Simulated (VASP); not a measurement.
# Lu2AlSb2 (Immm) in VASP: a series of runs, part 2 of 3

VASP 6.6.1. Earlier steps stand in the parts before.

**4. Single point, PBE**

This run uses another cell than the first one, of 24.78 Å³/atom.

INCAR reads:

```
SYSTEM = Lu2AlSb2
PREC = Accurate
ENCUT = 520
EDIFF = 1E-6
ISMEAR = 1
SIGMA = 0.0161
LREAL = .False.
LASPH = .True.
NELM = 60
ALGO = Normal
ISIF = 2
LWAVE = .False.
LCHARG = .False.
GGA = PE
NBANDS = 40
```

KPOINTS reads:

```
regular mesh
0
Gamma
  5 5 5
  0 0 0
```

POSCAR reads:

```
Lu2AlSb2
1.0
    0.0000000000     -0.0000003225      4.0287681881
    4.1180910554     -3.7338163441      2.0143837952
    4.1180910554      3.7338163441     -2.0143837952
Lu Sb Al
2 2 1
Direct
    0.5000000000      0.7184145910      0.7184145910
    0.5000000000      0.2815854090      0.2815854090
    0.7805401384      0.7194598616      0.2805401384
    0.2194598616      0.2805401384      0.7194598616
    0.0000000000      0.0000000000      0.0000000000
```

Potentials or basis: VASP PAW PBE potentials, release 64 (Lu, Sb, Al).

Started as:

```console
$ cat potpaw_PBE.64/Lu/POTCAR potpaw_PBE.64/Sb/POTCAR potpaw_PBE.64/Al/POTCAR > POTCAR
$ mpirun -np 1 vasp_std > vasp.out
```

OUTCAR:

```text
SYSTEM = Lu2AlSb2
   PREC = Accurate
   ENCUT = 520
   EDIFF = 1E-6
   ISMEAR = 1
   LREAL = .False.
   LASPH = .True.
   NELM = 60
   ISIF = 2
   GGA = PE

 ion  position               nearest neighbor table
   1  0.500  0.718  0.718-   5 3.07   5 3.07   4 3.13   3 3.13   3 3.16   4 3.16   4 3.16   3 3.16
                             2 3.60
   2  0.500  0.282  0.282-   5 3.07   5 3.07   3 3.13   4 3.13   3 3.16   4 3.16   4 3.16   3 3.16
                             1 3.60
   3  0.781  0.719  0.281-   5 2.91   5 2.91   1 3.13   2 3.13   1 3.16   2 3.16   2 3.16   1 3.16
                             4 3.28
   4  0.219  0.281  0.719-   5 2.91   5 2.91   2 3.13   1 3.13   1 3.16   2 3.16   1 3.16   2 3.16
                             3 3.28
   5  0.000  0.000  0.000-   3 2.91   4 2.91   4 2.91   3 2.91   2 3.07   1 3.07   2 3.07   1 3.07

  LATTYP: Found a body centered orthorhombic cell.
 ALAT       =     4.0287681881
 B/A-ratio  =     1.8535770779
 C/A-ratio  =     2.0443425202

  Lattice vectors:

 A1 = (  -4.1180910554,   3.7338163441,  -2.0143837952)
 A2 = (  -4.1180910554,  -3.7338163441,   2.0143837952)
 A3 = (   4.1180910554,   3.7338160216,   2.0143843929)

Analysis of symmetry for initial positions (statically):
=====================================================================
 Subroutine PRICEL returns:
 Original cell was already a primitive cell.

 Routine SETGRP: Setting up the symmetry group for a
 body centered orthorhombic supercell.

 Subroutine GETGRP returns: Found  8 space group operations
 (whereof  8 operations were pure point group operations)
 out of a pool of  8 trial point group operations.

The static configuration has the point symmetry D_2h.

Analysis of symmetry for dynamics (positions and initial velocities):
=====================================================================
 Subroutine PRICEL returns:
 Original cell was already a primitive cell.

 Routine SETGRP: Setting up the symmetry group for a
 body centered orthorhombic supercell.

 Subroutine GETGRP returns: Found  8 space group operations
 (whereof  8 operations were pure point group operations)
 out of a pool of  8 trial point group operations.

The dynamic configuration has the point symmetry D_2h.

 Subroutine INISYM returns: Found  8 space group operations
 (whereof  8 operations are pure point group operations),
 and found     1 'primitive' translations

----------------------------------------------------------------------------------------

                                     Primitive cell

  volume of cell :     123.8943

  direct lattice vectors                    reciprocal lattice vectors
     0.000000000 -0.000000322  4.028768188     0.000000000  0.133911232  0.248214838
     4.118091055 -3.733816344  2.014383795     0.121415479 -0.133911252 -0.000000011
     4.118091055  3.733816344 -2.014383795     0.121415479  0.133911252  0.000000011

  length of vectors
     4.028768188  5.912512199  5.912512199     0.282033374  0.180759349  0.180759349

  position of ions in fractional coordinates (direct lattice)
     0.500000000  0.718414591  0.718414591
     0.500000000  0.281585409  0.281585409
     0.780540138  0.719459862  0.280540138
     0.219459862  0.280540138  0.719459862
     0.000000000  0.000000000  0.000000000

  ion indices of the primitive-cell ions
   primitive index   ion index
                 1           1
                 2           2
                 3           3
[... 35 lines left out ...]
  0.200000  0.200000 -0.000000      4.000000
  0.400000  0.200000 -0.000000      8.000000
[... 16 lines left out ...]
  0.400000 -0.200000  0.200000      4.000000
 -0.400000 -0.200000  0.200000      2.000000
 [... further k-points ...]
   k-points           NKPTS =     27   k-points in BZ     NKDIM =     27   number of bands    NBANDS=     40
   number of dos      NEDOS =    301   number of ions     NIONS =      5
   total plane-waves  NPLWV =  69120
   dimension x,y,z NGX =    30 NGY =   48 NGZ =   48
   dimension x,y,z NGXF=    60 NGYF=   96 NGZF=   96
   ions per type =               2   2   1
   NGX,Y,Z   is equivalent  to a cutoff of  12.38, 13.50, 13.50 a.u.
   NGXF,Y,Z  is equivalent  to a cutoff of  24.76, 26.99, 26.99 a.u.
 SYSTEM =  Lu2AlSb2
   PREC   = accura    normal or accurate (medium, high low for compatibility)
   ISTART =      0    job   : 0-new  1-cont  2-samecut
   ICHARG =      2    charge: 1-file 2-atom 10-const
   ISPIN  =      1    spin polarized calculation?
   LNONCOLLINEAR =      F non collinear calculations
   LSORBIT =      F    spin-orbit coupling
   LASPH  =      T    aspherical Exc in radial PAW
   ENCUT  =  520.0 eV  38.22 Ry    6.18 a.u.   7.49 10.99 10.99*2*pi/ulx,y,z
   NELM   =     60;   NELMIN=  2; NELMDL= -5     # of ELM steps
   EDIFF  = 0.1E-05   stopping-criterion for ELM
   LREAL  =      F    real-space projection
   EDIFFG = 0.1E-04   stopping-criterion for IOM
   NSW    =      0    number of steps for IOM
   IBRION =     -1    ionic relax: 0-MD 1-quasi-New 2-CG
   NFREE  =      0    steps in history (QN), initial steepest desc. (CG)
   ISIF   =      2    stress and relaxation
   ISYM   =      2    0-nonsym 1-usesym 2-fastsym
   POTIM  = 0.5000    time-step for ionic-motion
   TEBEG  =    0.0;   TEEND  =   0.0 temperature during run
   PSTRESS=    0.0 pullay stress
   NELECT =      63.0000    total number of electrons
   NUPDOWN=      -1.0000    fix difference up-down
   EMIN   =  10.00;   EMAX   =-10.00  energy-range for DOS
   EFERMI =   0.00;   METHOD = LEGACY
   ISMEAR =     1;   SIGMA  =   0.02  broadening in eV -4-tet -1-fermi 0-gaus
   EFERMI_NEDOS =   21; number of points for ismear=-14 and -15
   IALGO  =     38    algorithm
   IMIX   =      4    mixing-type and parameters
     AMIX     =   0.40;   BMIX     =  1.00
     AMIX_MAG =   1.60;   BMIX_MAG =  1.00
  volume/ion in A,a.u.               =      24.78       167.22
  Fermi-wavevector in a.u.,A,eV,Ry     =   1.306686  2.469279 23.230979  1.707429
  Thomas-Fermi vector in A             =   2.437471
   LORBIT       =      0    0 simple, 1 ext, 2 COOP (PROOUT), +10 PAW based schemes
   GGA     = PE    functional components
   LHFCALC =     F    Hartree Fock is set to
   AEXX    =    0.0000 exact exchange contribution
   IVDW    =     0    specifies the selected vdW correction
   LEPSILON=     F    determine dielectric tensor
   LRPA    =     F    only Hartree local field effects (RPA)
 non-spin polarized calculation
 Methfessel and Paxton  Order N= 1 SIGMA  =   0.02
  energy-cutoff  :      520.00
  volume of cell :      123.89
 maximum number of plane-waves:      3359
 NGX is ok and might be reduce to    30
   NGX = 15   NGY = 21   NGZ = 21

 number of electron      62.9999998 magnetization

 Free energy of the ion-electron system (eV)
  ---------------------------------------------------
  ext. energy  EPLUGINS =         0.00000000
  ---------------------------------------------------
  free energy    TOTEN  =       -24.09054742 eV

  energy without entropy =      -24.09059088  energy(sigma->0) =      -24.09056191

 E-fermi :   5.7379     XC(G=0): -10.5239

 val. band max:        5.7345358852   @ k =   0.4000   0.4000  -0.0000
 cond. band min:       5.7568556445   @ k =   0.4000  -0.4000   0.2000
 fundamental gap:      0.0223197593
 Fermi energy:         5.7378991535

 k-point     1 :       0.0000    0.0000    0.0000
  band No.  band energies     occupation
      1     -50.6851      2.00000
      2     -50.6814      2.00000
      3     -21.4514      2.00000
      4     -21.4188      2.00000
      5     -21.3922      2.00000
      6     -21.2971      2.00000
[... 1021 lines left out ...]
     39       9.7325      0.00000
     40      10.2161      0.00000

 [... further k-points ...]

------------------------ aborting loop because EDIFF is reached ----------------------------------------

  FORCE on cell =-STRESS in cart. coord.  units (eV):
  Direction    XX          YY          ZZ          XY          YZ          ZX
  --------------------------------------------------------------------------------------
  -------------------------------------------------------------------------------------
  Total        0.1200185      0.1798340      0.1115223      0.0000000      0.0000000      0.0000000
  in kB        1.5520572      2.3255801      1.4421850      0.0000000      0.0000001      0.0000000
  external PRESSURE =       1.7732741 kB  Pullay stress =       0.0000000 kB

 VOLUME and BASIS-vectors are now :
 -----------------------------------------------------------------------------
  energy-cutoff  :      520.00
  volume of cell :      123.89
      direct lattice vectors                 reciprocal lattice vectors
     0.000000000 -0.000000322  4.028768188     0.000000000  0.133911232  0.248214838
     4.118091055 -3.733816344  2.014383795     0.121415479 -0.133911252 -0.000000011
     4.118091055  3.733816344 -2.014383795     0.121415479  0.133911252  0.000000011

 POSITION                                       TOTAL-FORCE (eV/Angst)
 -----------------------------------------------------------------------------------
      5.91699     -0.00000      2.01438         0.005356      0.000000      0.000000
      2.31919     -0.00000      2.01438        -0.005356      0.000000      0.000000
      4.11809     -1.63885      4.02877         0.000000      0.006267      0.000000
      4.11809      1.63885      0.00000         0.000000     -0.006267     -0.000000
      0.00000      0.00000      0.00000         0.000000      0.000000      0.000000
 -----------------------------------------------------------------------------------
    total drift:                               -0.000000      0.000000     -0.000000

  FREE ENERGIE OF THE ION-ELECTRON SYSTEM (eV)
  ---------------------------------------------------
  free  energy   TOTEN  =       -24.0905474214 eV

  energy  without entropy=      -24.0905908790  energy(sigma->0) =      -24.09056191
```

stdout:

```text
POSCAR found type information on POSCAR LuSbAl
 POSCAR found :  3 types and       5 ions
 scaLAPACK will be used
 LDA part: xc-table for (Slater+PW92), standard interpolation
 POSCAR, INCAR and KPOINTS ok, starting setup
 FFT: planning ... GRIDC
 FFT: planning ... GRID_SOFT
 FFT: planning ... GRID
 WAVECAR not read
 entering main loop
```

Run time: 81 s. Hardware: 1 thread of Intel Xeon 6975P-C (Granite Rapids), shared host; peak memory 0.32 GiB.

Results:

```yaml
Free_energy: -24.0905 eV
Pressure: 0.2 GPa
Largest_force: 0.006 eV/Å
Band_gap_on_the_k_mesh: zero (an odd number of electrons rules out a gap without spin polarisation)
```

Forces on the atoms (eV/Å):
```
Lu   0.005  0.000  0.000
Lu  -0.005  0.000  0.000
Sb   0.000  0.006  0.000
Sb   0.000 -0.006  0.000
Al   0.000  0.000  0.000
```

Stress tensor (GPa, compression positive):
```
0.16 0.00 0.00
0.00 0.23 0.00
0.00 0.00 0.14
```

Levels at points of the mesh, in eV from the Fermi level:
| k point | band 29 | band 30 | band 31 | band 32 | band 33 | band 34 | band 35 | band 36 |
| --- | --- | --- | --- | --- | --- | --- | --- | --- |
| (0.00, 0.00, 0.00) | -1.30 | -0.94 | -0.85 | -0.40 | -0.03 | 2.12 | 2.97 | 3.17 |

Caveat: spin-orbit coupling is left out, which moves the levels of the heavy elements.

[end of part 2 of 3]

The gap in the log of VASP goes by the Fermi energy; the results here count the filled bands.